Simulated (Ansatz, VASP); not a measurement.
## One calculation of CsI, two programs

```xyz
2
Lattice="4.5667 0.0000 0.0000 0.0000 4.5667 0.0000 0.0000 0.0000 4.4982" Properties=species:S:1:pos:R:3 pbc="T T T"
Cs    0.0000    0.0000    0.0000
I     2.2833    2.2833    2.2491
```

Change from the starting cell: strain -0.0150 x Voigt [0, 0, 1, 0, 0, 0], atoms carried along.

Alike in both runs: task single point; functional PBE; k mesh 6 × 6 × 6; occupations gaussian, width 0.05 eV; no spin polarisation.

|  | VASP | Ansatz |
| --- | --- | --- |
| version | VASP 6.6.1 | Ansatz 0.2.0 |
| potentials or method | VASP PAW PBE potentials, release 64 (Cs_sv, I), cutoff 500 eV | scalar-relativistic, plane waves, PAW |
| valence electrons in the cell | 16 | 26 |

VASP gave:

* gap on the k mesh at the Fermi level (eV): 3.87
* least direct gap on the mesh (eV): 3.96
* pressure (GPa): 1.0
* traceless stress, the component that is largest in VASP (GPa): 0.18

Task: Estimate Ansatz's values.

Result: gap on the k mesh at the Fermi level (eV): 3.89; least direct gap on the mesh (eV): 3.97; pressure (GPa): 1.0; traceless stress, the component that is largest in VASP (GPa): 0.18.

The functional is the same, so the differences come from potentials, cutoffs and numerics. VASP's potentials hold 16 valence electrons a cell and Ansatz's 26, so a difference there can come from the potentials and not from the codes.

Spin-orbit coupling is off throughout.
